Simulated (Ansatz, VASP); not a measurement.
Two plane-wave programs on ZrS2

Contents of POSCAR:

```
ZrS2
1.0
    3.6913825500      0.0000000000      0.0000000000
   -1.8456912700      3.1968310600      0.0000000000
    0.0000000000      0.0000000000      6.0410770100
Zr S
1 2
Direct
    0.0000000000      0.0000000000      0.0000000000
    0.6666666700      0.3333333300      0.7620900300
    0.3333333300      0.6666666700      0.2379099700
```

The input INCAR.step1:

```
SYSTEM = ZrS2
PREC     = Accurate       ! precision mode
ENCUT    = 550            ! plane-wave cutoff, eV
ISMEAR   = 0              ! smearing method
SIGMA    = 0.1            ! smearing width, eV
LREAL    = .FALSE.        ! projectors in reciprocal space
LASPH    = .TRUE.         ! aspherical terms in the spheres
NELM     = 120            ! most SCF steps
NBANDS   = 19             ! bands
GGA      = PE             ! functional
ALGO     = Normal         ! electronic algorithm
EDIFF    = 1E-5           ! SCF threshold, eV
LWAVE    = .TRUE.         ! write WAVECAR
LCHARG   = .FALSE.        ! write CHGCAR
GGA_COMPAT= .FALSE.
```

The input INCAR.step2:

```
SYSTEM = ZrS2
PREC     = Accurate       ! precision mode
ENCUT    = 550            ! plane-wave cutoff, eV
EDIFF    = 1E-6           ! SCF threshold, eV
ISMEAR   = 0              ! smearing method
SIGMA    = 0.1            ! smearing width, eV
LREAL    = .FALSE.        ! projectors in reciprocal space
LASPH    = .TRUE.         ! aspherical terms in the spheres
NELM     = 120            ! most SCF steps
ALGO     = Normal         ! electronic algorithm
ISIF     = 2              ! what is computed and relaxed
LWAVE    = .FALSE.        ! write WAVECAR
LCHARG   = .FALSE.        ! write CHGCAR
METAGGA  = R2SCAN         ! meta-GGA
LMIXTAU  = .TRUE.       
LUSE_VDW = .TRUE.       
IVDW_NL  = 2            
BPARAM   = 11.95        
CPARAM   = 0.0093       
NBANDS   = 19             ! bands
ISTART   = 1            
GGA_COMPAT= .FALSE.
```

KPOINTS

```
Automatic mesh
0
G
  6 6 4
  0 0 0
```

Input for Ansatz:

```yaml
crystal:
  lattice:
    - [3.69138255, 0.0, 0.0]
    - [-1.84569127, 3.19683106, 0.0]
    - [0.0, 0.0, 6.04107701]
  atoms:
    - { symbol: Zr, position: [0.0, 0.0, 0.0] }
    - { symbol: S, position: [0.66666667, 0.33333333, 0.76209003] }
    - { symbol: S, position: [0.33333333, 0.66666667, 0.23790997] }
basis:
  ecutwfc: 500
kpoints:
  mp_grid: { grid: [6, 6, 4] }
hamiltonian:
  xc: r2scan
  dispersion: rvv10
  pseudopotentials: { kind: paw, azcp: { folder: soft_1 } }
scf:
  occupations: { method: gaussian, width: 0.1 }
output:
  forces: true
  stress: true
  eigenvalues: true
```

Alike in both runs: task single point; functional r2SCAN; dispersion rVV10; k mesh 6 × 6 × 4; occupations gaussian, width 0.1 eV; no spin polarisation.

```csv
,VASP,Ansatz
version,VASP 6.6.1,Ansatz 0.2.0
potentials or method,"VASP PAW PBE potentials, release 64 (Zr_sv, S), cutoff 550 eV","scalar-relativistic, plane waves, PAW"
valence electrons in the cell,24,24
```

```tsv
	VASP	Ansatz	Ansatz less VASP
gap on the k mesh at the Fermi level (eV)	1.37	1.36	-0.006
least direct gap on the mesh (eV)	1.95	1.94	-0.010
pressure (GPa)	-0.7	-0.8	-0.02
rms of the force components (eV/Å)	0.012	0.008	-0.0040
```

VASP's potentials were made for PBE, not for r2SCAN. Atom by atom the forces differ by 0.004 eV/Å (rms over components).
